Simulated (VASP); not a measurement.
# Nb (Im-3m) in VASP: notebook, part 2 of 2

VASP 6.6.1.

## (3) Single point, PBEsol (volume scaled by 0.76)

INCAR reads:

```
  PREC = Accurate
  ENCUT = 520
  EDIFF = 1E-7
  ISMEAR = -1
  SIGMA = 0.1
  LREAL = False
  LASPH = True
  NELM = 80
  ALGO = Normal
  ISIF = 2
  LWAVE = False
  LCHARG = True
  GGA = PS
  LELF = True
  LVHAR = True
  NBANDS = 12
```

KPOINTS reads:

```
regular mesh
0
Gamma
  16 16 16
```

POSCAR reads:

```
Nb
1.0
   -1.4930579924      1.4930579924      1.4930579924
    1.4930579924     -1.4930579924      1.4930579924
    1.4930579924      1.4930579924     -1.4930579924
Nb
1
Direct
    0.0000000000      0.0000000000      0.0000000000
```

Potentials or basis: VASP PAW PBE potentials, release 64 (Nb_sv).

Started as:

```bash
$ cat potpaw_PBE.64/Nb_sv/POTCAR > POTCAR
$ mpirun -np 1 vasp_std > vasp.out
```

OUTCAR:

```text
PREC = Accurate
   ENCUT = 520
   EDIFF = 1E-7
   ISMEAR = -1
   LREAL = False
   LASPH = True
   NELM = 80
   ISIF = 2
   GGA = PS

 ion  position               nearest neighbor table
   1  0.000  0.000  0.000-

  LATTYP: Found a body centered cubic cell.
 ALAT       =     2.9861159848

  Lattice vectors:

 A1 = (  -1.4930579924,   1.4930579924,   1.4930579924)
 A2 = (   1.4930579924,  -1.4930579924,   1.4930579924)
 A3 = (   1.4930579924,   1.4930579924,  -1.4930579924)

Analysis of symmetry for initial positions (statically):
=====================================================================
 Subroutine PRICEL returns:
 Original cell was already a primitive cell.

 Routine SETGRP: Setting up the symmetry group for a
 body centered cubic supercell.

 Subroutine GETGRP returns: Found 48 space group operations
 (whereof 48 operations were pure point group operations)
 out of a pool of 48 trial point group operations.

The static configuration has the point symmetry O_h .

Analysis of symmetry for dynamics (positions and initial velocities):
=====================================================================
 Subroutine PRICEL returns:
 Original cell was already a primitive cell.

 Routine SETGRP: Setting up the symmetry group for a
 body centered cubic supercell.

 Subroutine GETGRP returns: Found 48 space group operations
 (whereof 48 operations were pure point group operations)
 out of a pool of 48 trial point group operations.

The dynamic configuration has the point symmetry O_h .

 Subroutine INISYM returns: Found 48 space group operations
 (whereof 48 operations are pure point group operations),
 and found     1 'primitive' translations

----------------------------------------------------------------------------------------

                                     Primitive cell
[... 112 lines left out ...]
  Thomas-Fermi vector in A             =   2.717483
   LORBIT       =      0    0 simple, 1 ext, 2 COOP (PROOUT), +10 PAW based schemes
   GGA     = PS    functional components
   LHFCALC =     F    Hartree Fock is set to
   AEXX    =    0.0000 exact exchange contribution
   IVDW    =     0    specifies the selected vdW correction
   LEPSILON=     F    determine dielectric tensor
   LRPA    =     F    only Hartree local field effects (RPA)
 non-spin polarized calculation
  energy-cutoff  :      520.00
  volume of cell :       13.31
 maximum number of plane-waves:       372
   NGX =  9   NGY =  9   NGZ =  9

 number of electron      13.0000002 magnetization

 Free energy of the ion-electron system (eV)
  ---------------------------------------------------
  ext. energy  EPLUGINS =         0.00000000
  ---------------------------------------------------
  free energy    TOTEN  =       -10.10785410 eV

  energy without entropy =      -10.07355456  energy(sigma->0) =      -10.09070433

 E-fermi :  15.9715     XC(G=0): -14.2781

 val. band max:       15.9661384450   @ k =   0.2500   0.2500   0.0000
 cond. band min:      15.9884911632   @ k =   0.2500   0.1875   0.0625
 fundamental gap:      0.0223527182
 Fermi energy:        15.9714634169

 k-point     1 :       0.0000    0.0000    0.0000
  band No.  band energies     occupation
      1     -38.4273      2.00000
      2     -12.6427      2.00000
      3     -12.6427      2.00000
      4     -12.6427      2.00000
      5       9.6891      2.00000
      6      15.9650      1.03224
      7      15.9650      1.03224
      8      15.9650      1.03224
      9      19.9946      0.00000
     10      19.9946      0.00000
     11      30.7133      0.00000
     12      30.7133      0.00000
[... 331 lines left out ...]
 k-point    24 :       0.2500    0.1875    0.0000
  band No.  band energies     occupation
      1     -37.7428      2.00000
      2     -15.2418      2.00000
      3     -13.7372      2.00000
      4     -12.9470      2.00000
      5      12.3846      2.00000
      6      13.7490      2.00000
      7      15.8501      1.54199
      8      19.2163      0.00000
      9      21.4522      0.00000
     10      24.3719      0.00000
     11      31.7079      0.00000
     12      34.2015      0.00000

 [... further k-points ...]

------------------------ aborting loop because EDIFF is reached ----------------------------------------

  FORCE on cell =-STRESS in cart. coord.  units (eV):
  Direction    XX          YY          ZZ          XY          YZ          ZX
  --------------------------------------------------------------------------------------
  -------------------------------------------------------------------------------------
  Total        6.7525731      6.7525731      6.7525731      0.0000000      0.0000000      0.0000000
  in kB      812.6244004    812.6244004    812.6244004      0.0000000      0.0000000      0.0000000
  external PRESSURE =     812.6244004 kB  Pullay stress =       0.0000000 kB

 VOLUME and BASIS-vectors are now :
 -----------------------------------------------------------------------------
  energy-cutoff  :      520.00
  volume of cell :       13.31
      direct lattice vectors                 reciprocal lattice vectors
    -1.493057992  1.493057992  1.493057992     0.000000000  0.334883174  0.334883174
     1.493057992 -1.493057992  1.493057992     0.334883174  0.000000000  0.334883174
     1.493057992  1.493057992 -1.493057992     0.334883174  0.334883174  0.000000000

 POSITION                                       TOTAL-FORCE (eV/Angst)
 -----------------------------------------------------------------------------------
      0.00000      0.00000      0.00000        -0.000000     -0.000000     -0.000000
 -----------------------------------------------------------------------------------
    total drift:                                0.000000      0.000000      0.000000

  FREE ENERGIE OF THE ION-ELECTRON SYSTEM (eV)
  ---------------------------------------------------
  free  energy   TOTEN  =       -10.1078541035 eV

  energy  without entropy=      -10.0735545641  energy(sigma->0) =      -10.09070433
```

OSZICAR:

```text
N       E                     dE             d eps       ncg     rms          rms(c)
DAV:   1     0.123680711591E+03    0.12368E+03   -0.74964E+03  3512   0.113E+03
DAV:   2    -0.566510546156E+01   -0.12935E+03   -0.12449E+03  3636   0.409E+02
DAV:   3    -0.100520533585E+02   -0.43869E+01   -0.42024E+01  4948   0.679E+01
DAV:   4    -0.103042455651E+02   -0.25219E+00   -0.25043E+00  4764   0.141E+01
DAV:   5    -0.103156057624E+02   -0.11360E-01   -0.11349E-01  5108   0.244E+00    0.121E+01
DAV:   6    -0.101072032949E+02    0.20840E+00   -0.38777E-01  5608   0.825E+00    0.505E+00
DAV:   7    -0.100982626048E+02    0.89407E-02   -0.15815E-01  5668   0.524E+00    0.106E+00
DAV:   8    -0.101077916360E+02   -0.95290E-02   -0.18966E-02  4128   0.185E+00    0.119E-01
DAV:   9    -0.101078625476E+02   -0.70912E-04   -0.15148E-03  4728   0.293E-01    0.825E-02
DAV:  10    -0.101078730111E+02   -0.10463E-04   -0.46679E-05  4412   0.825E-02    0.473E-02
DAV:  11    -0.101078546311E+02    0.18380E-04   -0.16158E-05  4648   0.712E-02    0.106E-02
DAV:  12    -0.101078545142E+02    0.11694E-06   -0.38475E-07  4268   0.673E-03    0.809E-03
DAV:  13    -0.101078540808E+02    0.43337E-06   -0.93068E-07  4376   0.114E-02    0.458E-04
DAV:  14    -0.101078541035E+02   -0.22678E-07   -0.42095E-08  2908   0.280E-03
   1 F= -.10107854E+02 E0= -.10090704E+02  d E =-.342995E-01
```

stdout:

```text
POSCAR found type information on POSCAR Nb
 POSCAR found :  1 types and       1 ions
 scaLAPACK will be used
 -----------------------------------------------------------------------------
|                                                                             |
|                                                                             |
|     You enforced a specific xc type in the INCAR file but a different       |
|     I HOPE YOU KNOW WHAT YOU ARE DOING!                                     |
|                                                                             |
 -----------------------------------------------------------------------------

 LDA part: xc-table for (Slater+PW92), standard interpolation
 POSCAR, INCAR and KPOINTS ok, starting setup
 FFT: planning ... GRIDC
 FFT: planning ... GRID_SOFT
 FFT: planning ... GRID
 WAVECAR not read
 entering main loop
```

Wall time 44 s (1 thread of Intel Xeon 6975P-C, shared host); peak memory 0.14 GiB.

What came out:

```yaml
Free_energy: -10.1079 eV
Pressure: 81.3 GPa
```

Levels at points of the mesh, in eV from the Fermi level:
```
           k point  band 2  band 3  band 4  band 5  band 6  band 7  band 8  band 9  band 10  band 11
(0.00, 0.00, 0.00)  -28.61  -28.61  -28.61   -6.28   -0.01   -0.01   -0.01    4.02     4.02    14.74
(0.50, 0.00, 0.00)  -31.91  -29.61  -28.68   -5.35   -2.98    4.30    4.37    5.32     9.12    12.35
(0.50, 0.50, 0.50)  -30.78  -30.78  -30.78   -6.05   -6.05    7.84    7.84    7.84    12.00    12.00
```

Caveat: the PAW data sets were made with another functional, which shifts forces and pressure a little.
